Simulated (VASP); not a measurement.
# MgB2 (P6/mmm) in VASP: notebook

Runs on MgB2. Level: LDA. Tasks: electric field gradients.

Program: VASP 6.6.1. These are calculated values, not measurements. Logs are shortened: lines on timing, memory, paths and dates and some standing lists are left out, and cuts for length are marked.

### 1 The cell of the first run

It takes space group P6/mmm (No. 191, hexagonal). Conventional cell: a = 3.064 Å, b = 3.064 Å, c = 3.499 Å, α = 90.00°, β = 90.00°, γ = 120.00°. Mg (site symmetry 6/mmm) has 12 B at 2.49 Å and 6 Mg at 3.06 Å within 3.3 Å. Within 2.3 Å of B (site symmetry -6m2) lie 3 B at 1.77 Å.

### 2 Electric field gradients, LDA (volume scaled by 0.98)

File INCAR:

```
PREC = Accurate ; ENCUT = 520
EDIFF = 1E-8 ; ISMEAR = -1
SIGMA = 0.05 ; LREAL = False
LASPH = True ; NELM = 100
ALGO = Normal ; ISIF = 2
LWAVE = False ; LCHARG = False
GGA = CA ; LEFG = True
NBANDS = 11
```

File KPOINTS:

```
Automatic mesh
0
Gamma
  12 12 9
```

File POSCAR:

```
MgB2
1.0
    3.0642953789      0.0000000000      0.0000000000
   -1.5321476895      2.6537576429      0.0000000000
    0.0000000000      0.0000000000      3.4993549923
Mg B
1 2
Direct
    0.0000000000      0.0000000000      0.0000000000
    0.3333333333      0.6666666667      0.5000000000
    0.6666666667      0.3333333333      0.5000000000
```

Potentials or basis: VASP PAW LDA potentials, release 64 (Mg, B).

On the command line:

```console
> cat potpaw_LDA.64/Mg/POTCAR potpaw_LDA.64/B/POTCAR > POTCAR
> mpirun -np 1 vasp_std > vasp.out
```

OUTCAR:

```text
PREC = Accurate
   ENCUT = 520
   EDIFF = 1E-8
   ISMEAR = -1
   LREAL = False
   LASPH = True
   NELM = 100
   ISIF = 2
   GGA = CA

 ion  position               nearest neighbor table
   1  0.000  0.000  0.000-   2 2.49   3 2.49   2 2.49   3 2.49   3 2.49   3 2.49   2 2.49   2 2.49
                             3 2.49   3 2.49   2 2.49   2 2.49
   2  0.333  0.667  0.500-   3 1.77   3 1.77   3 1.77   1 2.49   1 2.49   1 2.49   1 2.49   1 2.49
                             1 2.49
   3  0.667  0.333  0.500-   2 1.77   2 1.77   2 1.77   1 2.49   1 2.49   1 2.49   1 2.49   1 2.49
                             1 2.49

  LATTYP: Found a hexagonal cell.
 ALAT       =     3.0642953789
 C/A-ratio  =     1.1419770484

  Lattice vectors:

 A1 = (   3.0642953789,   0.0000000000,   0.0000000000)
 A2 = (  -1.5321476895,   2.6537576429,   0.0000000000)
 A3 = (   0.0000000000,   0.0000000000,   3.4993549923)

Analysis of symmetry for initial positions (statically):
=====================================================================
 Subroutine PRICEL returns:
 Original cell was already a primitive cell.

 Routine SETGRP: Setting up the symmetry group for a
 hexagonal supercell.

 Subroutine GETGRP returns: Found 24 space group operations
 (whereof 24 operations were pure point group operations)
 out of a pool of 24 trial point group operations.

The static configuration has the point symmetry D_6h.

Analysis of symmetry for dynamics (positions and initial velocities):
=====================================================================
 Subroutine PRICEL returns:
 Original cell was already a primitive cell.

 Routine SETGRP: Setting up the symmetry group for a
 hexagonal supercell.

 Subroutine GETGRP returns: Found 24 space group operations
 (whereof 24 operations were pure point group operations)
 out of a pool of 24 trial point group operations.

The dynamic configuration has the point symmetry D_6h.

 Subroutine INISYM returns: Found 24 space group operations
 (whereof 24 operations are pure point group operations),
 and found     1 'primitive' translations

----------------------------------------------------------------------------------------

                                     Primitive cell

  volume of cell :      28.4564

  direct lattice vectors                    reciprocal lattice vectors
     3.064295379  0.000000000  0.000000000     0.326339297  0.188412081  0.000000000
    -1.532147689  2.653757643  0.000000000     0.000000000  0.376824162  0.000000000
     0.000000000  0.000000000  3.499354992     0.000000000  0.000000000  0.285766949

  length of vectors
     3.064295379  3.064295379  3.499354992     0.376824162  0.376824162  0.285766949

  position of ions in fractional coordinates (direct lattice)
     0.000000000  0.000000000  0.000000000
     0.333333333  0.666666667  0.500000000
     0.666666667  0.333333333  0.500000000

  ion indices of the primitive-cell ions
   primitive index   ion index
                 1           1
                 2           2
                 3           3

----------------------------------------------------------------------------------------

 KPOINTS: Automatic mesh

Automatic generation of k-mesh.
 Grid dimensions read from file:
 generate k-points for:   12   12    9

 Generating k-lattice:

  Cartesian coordinates                     Fractional coordinates (reciprocal lattice)
     0.027194941  0.015701007  0.000000000     0.083333333 -0.000000000  0.000000000
     0.000000000  0.031402014  0.000000000     0.000000000  0.083333333  0.000000000
     0.000000000  0.000000000  0.031751883     0.000000000  0.000000000  0.111111111

  Length of vectors
     0.031402014  0.031402014  0.031751883

  Shift w.r.t. Gamma in fractional coordinates (k-lattice)
     0.000000000  0.000000000  0.000000000
[... 38 lines left out ...]
   ions per type =               1   2
   NGX,Y,Z   is equivalent  to a cutoff of  13.02, 13.02, 13.30 a.u.
   NGXF,Y,Z  is equivalent  to a cutoff of  26.04, 26.04, 26.60 a.u.
 SYSTEM =  unknown system
   PREC   = accura    normal or accurate (medium, high low for compatibility)
   ISTART =      0    job   : 0-new  1-cont  2-samecut
   ICHARG =      2    charge: 1-file 2-atom 10-const
   ISPIN  =      1    spin polarized calculation?
   LNONCOLLINEAR =      F non collinear calculations
   LSORBIT =      F    spin-orbit coupling
   LASPH  =      T    aspherical Exc in radial PAW
   ENCUT  =  520.0 eV  38.22 Ry    6.18 a.u.   5.70  5.70  6.51*2*pi/ulx,y,z
   NELM   =    100;   NELMIN=  2; NELMDL= -5     # of ELM steps
   EDIFF  = 0.1E-07   stopping-criterion for ELM
   LREAL  =      F    real-space projection
   EDIFFG = 0.1E-06   stopping-criterion for IOM
   NSW    =      0    number of steps for IOM
   IBRION =     -1    ionic relax: 0-MD 1-quasi-New 2-CG
   NFREE  =      0    steps in history (QN), initial steepest desc. (CG)
   ISIF   =      2    stress and relaxation
   ISYM   =      2    0-nonsym 1-usesym 2-fastsym
   POTIM  = 0.5000    time-step for ionic-motion
   TEBEG  =    0.0;   TEEND  =   0.0 temperature during run
   PSTRESS=    0.0 pullay stress
   NELECT =       8.0000    total number of electrons
   NUPDOWN=      -1.0000    fix difference up-down
   EMIN   =  10.00;   EMAX   =-10.00  energy-range for DOS
   EFERMI =   0.00;   METHOD = LEGACY
   ISMEAR =    -1;   SIGMA  =   0.05  broadening in eV -4-tet -1-fermi 0-gaus
   EFERMI_NEDOS =   21; number of points for ismear=-14 and -15
   IALGO  =     38    algorithm
   IMIX   =      4    mixing-type and parameters
     AMIX     =   0.40;   BMIX     =  1.00
     AMIX_MAG =   1.60;   BMIX_MAG =  1.00
  volume/ion in A,a.u.               =       9.49        64.01
  Fermi-wavevector in a.u.,A,eV,Ry     =   1.072453  2.026642 15.648810  1.150155
  Thomas-Fermi vector in A             =   2.208223
   LORBIT       =      0    0 simple, 1 ext, 2 COOP (PROOUT), +10 PAW based schemes
   GGA     = CA    functional components
   LHFCALC =     F    Hartree Fock is set to
   AEXX    =    0.0000 exact exchange contribution
   IVDW    =     0    specifies the selected vdW correction
   LEPSILON=     F    determine dielectric tensor
   LRPA    =     F    only Hartree local field effects (RPA)
 non-spin polarized calculation
  energy-cutoff  :      520.00
  volume of cell :       28.46
 maximum number of plane-waves:       781
 NGX is ok and might be reduce to    24
   NGX = 11   NGY = 11   NGZ = 13

 number of electron       8.0000000 magnetization

 Free energy of the ion-electron system (eV)
  ---------------------------------------------------
  ext. energy  EPLUGINS =         0.00000000
  ---------------------------------------------------
  free energy    TOTEN  =       -17.27700435 eV

  energy without entropy =      -17.27269616  energy(sigma->0) =      -17.27485025

 E-fermi :   5.3223     XC(G=0): -11.1755

 val. band max:        5.3132996558   @ k =   0.4167   0.1667   0.1111
 cond. band min:       5.3555285046   @ k =   0.2500   0.2500   0.4444
 fundamental gap:      0.0422288488
 Fermi energy:         5.3223096250

 k-point     1 :       0.0000    0.0000    0.0000
  band No.  band energies     occupation
      1      -7.0543      2.00000
      2       2.3875      2.00000
      3       5.7182      0.00073
      4       5.7182      0.00073
      5       7.0586      0.00000
      6      11.7073      0.00000
      7      11.7073      0.00000
      8      13.7928      0.00000
      9      15.3434      0.00000
     10      18.0988      0.00000
     11      21.5459      0.00000
[... 309 lines left out ...]
 k-point    24 :       0.3333   -0.0000    0.1111
  band No.  band energies     occupation
      1      -5.0422      2.00000
      2       0.3609      2.00000
      3       3.4699      2.00000
      4       3.6426      2.00000
      5       9.1832      0.00000
      6      10.0403      0.00000
      7      10.9117      0.00000
      8      14.8299      0.00000
      9      17.3041      0.00000
     10      18.0593      0.00000
     11      18.2437      0.00000

 [... further k-points ...]
[... 5 lines left out ...]
  --------------------------------------------------------------------------------------
  -------------------------------------------------------------------------------------
  Total       -0.9394070     -0.9394070     -0.9633935      0.0000000     -0.0000000     -0.0000000
  in kB      -52.8913283    -52.8913283    -54.2418375      0.0000000     -0.0000000     -0.0000000
  external PRESSURE =     -53.3414980 kB  Pullay stress =       0.0000000 kB

 VOLUME and BASIS-vectors are now :
 -----------------------------------------------------------------------------
  energy-cutoff  :      520.00
  volume of cell :       28.46
      direct lattice vectors                 reciprocal lattice vectors
     3.064295379  0.000000000  0.000000000     0.326339297  0.188412081  0.000000000
    -1.532147689  2.653757643  0.000000000     0.000000000  0.376824162  0.000000000
     0.000000000  0.000000000  3.499354992     0.000000000  0.000000000  0.285766949

 POSITION                                       TOTAL-FORCE (eV/Angst)
 -----------------------------------------------------------------------------------
      0.00000      0.00000      0.00000         0.000000      0.000000      0.000000
     -0.00000      1.76917      1.74968        -0.000000      0.000000     -0.000000
      1.53215      0.88459      1.74968         0.000000      0.000000      0.000000
 -----------------------------------------------------------------------------------
    total drift:                                0.000000     -0.000000      0.000000

  FREE ENERGIE OF THE ION-ELECTRON SYSTEM (eV)
  ---------------------------------------------------
  free  energy   TOTEN  =       -17.2770043509 eV

  energy  without entropy=      -17.2726961571  energy(sigma->0) =      -17.27485025

 Electric field gradients (V/A^2)
---------------------------------------------------------------------
 ion       V_xx      V_yy      V_zz      V_xy      V_xz      V_yz
---------------------------------------------------------------------
   1       0.201     0.201    -0.402    -0.000    -0.000    -0.000
   2     -10.076   -10.076    20.151    -0.000     0.000    -0.000
   3     -10.076   -10.076    20.151    -0.000     0.000    -0.000
---------------------------------------------------------------------

 Electric field gradients after diagonalization (V/A^2)
 (convention: |V_zz| > |V_xx| > |V_yy|)
----------------------------------------------------------------------
 ion       V_xx      V_yy      V_zz     asymmetry (V_yy - V_xx)/ V_zz
----------------------------------------------------------------------
   1       0.201     0.201    -0.402       0.000
   2     -10.076   -10.076    20.151       0.000
   3     -10.076   -10.076    20.151       0.000
----------------------------------------------------------------------

           NMR quadrupolar parameters

 Cq : quadrupolar parameter    Cq=e*Q*V_zz/h
 eta: asymmetry parameters     (V_yy - V_xx)/ V_zz
 Q  : nuclear electric quadrupole moment in mb (millibarn)
----------------------------------------------------------------------
 ion       Cq(MHz)       eta       Q (mb)
----------------------------------------------------------------------
   1      -0.001       0.000       1.000
   2       0.049       0.000       1.000
   3       0.049       0.000       1.000
----------------------------------------------------------------------
```

Run time: 35 s. Hardware: 1 thread of Intel Xeon 6975P-C, shared host; peak memory 0.15 GiB.

What came out:

```yaml
Free_energy: -17.2770 eV
Pressure: -5.3 GPa
Band_gap_on_the_k_mesh: zero (band 4 reaches 7.16 eV, above the bottom of band 5 at 3.42 eV)
```

Electric field gradients, principal values (V/Å²):
```csv
atom,least,middle,greatest (by size)
1 Mg,0.201,0.201,-0.402
2 B,-10.076,-10.076,20.151
3 B,-10.076,-10.076,20.151
```

Caveat: the cell differs from its parent crystal (volume scaled by 0.98); without QUAD_EFG the Cq values of the log hold for a quadrupole moment of 1 mb, not for the nuclei.

### 3 Electric field gradients, LDA

This run uses another cell than the first one, of 9.68 Å³/atom, 1.020 times its volume.

File INCAR:

```
SYSTEM = MgB2
PREC = Accurate ; ENCUT = 520
EDIFF = 1E-8 ; ISMEAR = -1
SIGMA = 0.05 ; LREAL = .FALSE.
LASPH = .TRUE. ; NELM = 60
ALGO = Normal ; ISIF = 2
LWAVE = .FALSE. ; LCHARG = .FALSE.
LEFG = .TRUE. ; NBANDS = 11
```

File KPOINTS:

```
Automatic mesh
0
G
  12 12 9
  0 0 0
```

File POSCAR:

```
MgB2
1.0
    3.0850007055      0.0000000000      0.0000000000
   -1.5425003528      2.6716889817      0.0000000000
    0.0000000000      0.0000000000      3.5230000000
Mg B
1 2
Direct
    0.0000000000      0.0000000000      0.0000000000
    0.3333333333      0.6666666667      0.5000000000
    0.6666666667      0.3333333333      0.5000000000
```

Potentials or basis: VASP PAW LDA potentials, release 64 (Mg, B).

On the command line:

```console
> cat potpaw_LDA.64/Mg/POTCAR potpaw_LDA.64/B/POTCAR > POTCAR
> mpirun -np 1 vasp_std > vasp.out
```

OUTCAR:

```text
SYSTEM = MgB2
   PREC = Accurate
   ENCUT = 520
   EDIFF = 1E-8
   ISMEAR = -1
   LREAL = .FALSE.
   LASPH = .TRUE.
   NELM = 60
   ISIF = 2

 ion  position               nearest neighbor table
   1  0.000  0.000  0.000-   2 2.51   3 2.51   2 2.51   3 2.51   3 2.51   3 2.51   2 2.51   2 2.51
                             3 2.51   3 2.51   2 2.51   2 2.51
   2  0.333  0.667  0.500-   3 1.78   3 1.78   3 1.78   1 2.51   1 2.51   1 2.51   1 2.51   1 2.51
                             1 2.51
   3  0.667  0.333  0.500-   2 1.78   2 1.78   2 1.78   1 2.51   1 2.51   1 2.51   1 2.51   1 2.51
                             1 2.51

  LATTYP: Found a hexagonal cell.
 ALAT       =     3.0850007055
 C/A-ratio  =     1.1419770484

  Lattice vectors:

 A1 = (   3.0850007055,   0.0000000000,   0.0000000000)
 A2 = (  -1.5425003528,   2.6716889817,   0.0000000000)
 A3 = (   0.0000000000,   0.0000000000,   3.5230000000)

Analysis of symmetry for initial positions (statically):
=====================================================================
 Subroutine PRICEL returns:
 Original cell was already a primitive cell.

 Routine SETGRP: Setting up the symmetry group for a
 hexagonal supercell.

 Subroutine GETGRP returns: Found 24 space group operations
 (whereof 24 operations were pure point group operations)
 out of a pool of 24 trial point group operations.

The static configuration has the point symmetry D_6h.

Analysis of symmetry for dynamics (positions and initial velocities):
=====================================================================
 Subroutine PRICEL returns:
 Original cell was already a primitive cell.

 Routine SETGRP: Setting up the symmetry group for a
 hexagonal supercell.
[... 496 lines left out ...]
     11      17.9365      0.00000

 [... further k-points ...]

------------------------ aborting loop because EDIFF is reached ----------------------------------------

  FORCE on cell =-STRESS in cart. coord.  units (eV):
  Direction    XX          YY          ZZ          XY          YZ          ZX
  --------------------------------------------------------------------------------------
  -------------------------------------------------------------------------------------
  Total       -1.5527778     -1.5527778     -1.3458946      0.0000000      0.0000000     -0.0000000
  in kB      -85.6773599    -85.6773599    -74.2622005      0.0000000      0.0000000     -0.0000000
  external PRESSURE =     -81.8723068 kB  Pullay stress =       0.0000000 kB

 VOLUME and BASIS-vectors are now :
 -----------------------------------------------------------------------------
  energy-cutoff  :      520.00
  volume of cell :       29.04
      direct lattice vectors                 reciprocal lattice vectors
     3.085000706  0.000000000  0.000000000     0.324149034  0.187147532  0.000000000
    -1.542500353  2.671688982  0.000000000     0.000000000  0.374295065  0.000000000
     0.000000000  0.000000000  3.523000000     0.000000000  0.000000000  0.283848992

 POSITION                                       TOTAL-FORCE (eV/Angst)
 -----------------------------------------------------------------------------------
      0.00000      0.00000      0.00000         0.000000      0.000000      0.000000
     -0.00000      1.78113      1.76150        -0.000000     -0.000000      0.000000
      1.54250      0.89056      1.76150         0.000000      0.000000      0.000000
 -----------------------------------------------------------------------------------
    total drift:                                0.000000     -0.000000      0.000000

  FREE ENERGIE OF THE ION-ELECTRON SYSTEM (eV)
  ---------------------------------------------------
  free  energy   TOTEN  =       -17.2526263983 eV

  energy  without entropy=      -17.2483285526  energy(sigma->0) =      -17.25047748

 Electric field gradients (V/A^2)
---------------------------------------------------------------------
 ion       V_xx      V_yy      V_zz      V_xy      V_xz      V_yz
---------------------------------------------------------------------
   1       0.190     0.190    -0.381    -0.000    -0.000     0.000
   2     -10.011   -10.011    20.023     0.000     0.000     0.000
   3     -10.011   -10.011    20.023     0.000     0.000     0.000
---------------------------------------------------------------------

 Electric field gradients after diagonalization (V/A^2)
 (convention: |V_zz| > |V_xx| > |V_yy|)
----------------------------------------------------------------------
 ion       V_xx      V_yy      V_zz     asymmetry (V_yy - V_xx)/ V_zz
----------------------------------------------------------------------
   1       0.190     0.190    -0.381       0.000
   2     -10.011   -10.011    20.023       0.000
   3     -10.011   -10.011    20.023       0.000
----------------------------------------------------------------------

           NMR quadrupolar parameters

 Cq : quadrupolar parameter    Cq=e*Q*V_zz/h
 eta: asymmetry parameters     (V_yy - V_xx)/ V_zz
 Q  : nuclear electric quadrupole moment in mb (millibarn)
----------------------------------------------------------------------
 ion       Cq(MHz)       eta       Q (mb)
----------------------------------------------------------------------
   1      -0.001       0.000       1.000
   2       0.048       0.000       1.000
   3       0.048       0.000       1.000
----------------------------------------------------------------------
```

OSZICAR:

```text
N       E                     dE             d eps       ncg     rms          rms(c)
DAV:   1     0.112835566977E+01    0.11284E+01   -0.38219E+03  2250   0.612E+02
DAV:   2    -0.185552470845E+02   -0.19684E+02   -0.18721E+02  2696   0.106E+02
DAV:   3    -0.190875599057E+02   -0.53231E+00   -0.52907E+00  2696   0.140E+01
DAV:   4    -0.190886942396E+02   -0.11343E-02   -0.11342E-02  2460   0.705E-01
DAV:   5    -0.190886977697E+02   -0.35301E-05   -0.35303E-05  2547   0.409E-02    0.516E+00
DAV:   6    -0.175147745573E+02    0.15739E+01   -0.20277E+00  2392   0.651E+00    0.232E+00
DAV:   7    -0.172625582931E+02    0.25222E+00   -0.10624E+00  2438   0.470E+00    0.677E-01
DAV:   8    -0.172630607033E+02   -0.50241E-03   -0.13353E-01  2320   0.190E+00    0.402E-01
DAV:   9    -0.172528365227E+02    0.10224E-01   -0.23038E-02  2327   0.683E-01    0.708E-02
DAV:  10    -0.172526304935E+02    0.20603E-03   -0.16030E-03  2545   0.215E-01    0.200E-02
DAV:  11    -0.172526273499E+02    0.31435E-05   -0.43754E-05  2321   0.415E-02    0.408E-03
DAV:  12    -0.172526265209E+02    0.82903E-06   -0.55153E-06  2399   0.104E-02    0.170E-03
DAV:  13    -0.172526263987E+02    0.12217E-06   -0.37347E-07  2351   0.330E-03    0.229E-04
DAV:  14    -0.172526263983E+02    0.46617E-09   -0.12436E-08  2186   0.731E-04
   1 F= -.17252626E+02 E0= -.17250477E+02  d E =-.429785E-02
```

Run time: 39 s. Hardware: 1 thread of Intel Xeon 6975P-C, shared host; peak memory 0.15 GiB.

What came out:

* Free energy: -17.2526 eV
* Pressure: -8.2 GPa
* Band gap on the k mesh: zero (band 4 reaches 7.00 eV, above the bottom of band 5 at 3.30 eV)

Stress tensor (GPa, compression positive):
```
-8.57  0.00  0.00
 0.00 -8.57  0.00
 0.00  0.00 -7.43
```

Electric field gradients, principal values (V/Å²):
| atom | least | middle | greatest (by size) |
| --- | --- | --- | --- |
| 1 Mg | 0.190 | 0.190 | -0.381 |
| 2 B | -10.011 | -10.011 | 20.023 |
| 3 B | -10.011 | -10.011 | 20.023 |

Caveat: without QUAD_EFG the Cq values of the log hold for a quadrupole moment of 1 mb, not for the nuclei.

[end of part 1 of 2]
